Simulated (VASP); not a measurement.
Ca5Mg, 6 atoms in the cell. Symmetry: P-62m, No. 189, hexagonal system. The conventional cell has a = 6.607 Å, b = 6.607 Å, c = 6.210 Å, α = 90.00°, β = 90.00°, γ = 120.00°. Ca (site symmetry m2m) has 10 Ca at 3.68 to 3.88 Å and 2 Mg at 3.76 Å within 4.8 Å. Ca (site symmetry -6) has 9 Ca at 3.81 to 3.83 Å and 3 Mg at 3.81 Å within 5.0 Å. Within 4.9 Å of Mg (site symmetry -62m) lie 12 Ca at 3.76 to 3.81 Å. 

| Property | Result |
| --- | --- |
| Program | VASP 6.6.1 |
| Task | single point |
| Functional | LDA |
| Potentials or basis | VASP PAW LDA potentials, release 64 (Ca_sv, Mg) |
| Cutoff | 520 eV |
| k mesh | 4 × 4 × 4 |
| Occupations | gaussian, width 0.15 eV |
| Spin | no spin polarisation |
| Dipole correction | no |
| Further INCAR settings | ALGO = Normal; EDIFF = 1e-06; NBANDS = 35 |

Potentials or basis: VASP PAW LDA potentials, release 64 (Ca_sv, Mg).

Command:

```sh
$ cat potpaw_LDA.64/Ca_sv/POTCAR potpaw_LDA.64/Mg/POTCAR > POTCAR
$ mpirun -np 1 vasp_std > vasp.out
```

Hardware: 1 thread of Intel Xeon 8259CL, with other jobs on the host.

Question: How long does it take, and how much memory?

Answer: It took 2.7 min on 1 thread of Intel Xeon 8259CL, with other jobs on the host, peak memory 0.31 GiB. Counts: scf iterations 12, k points 12.
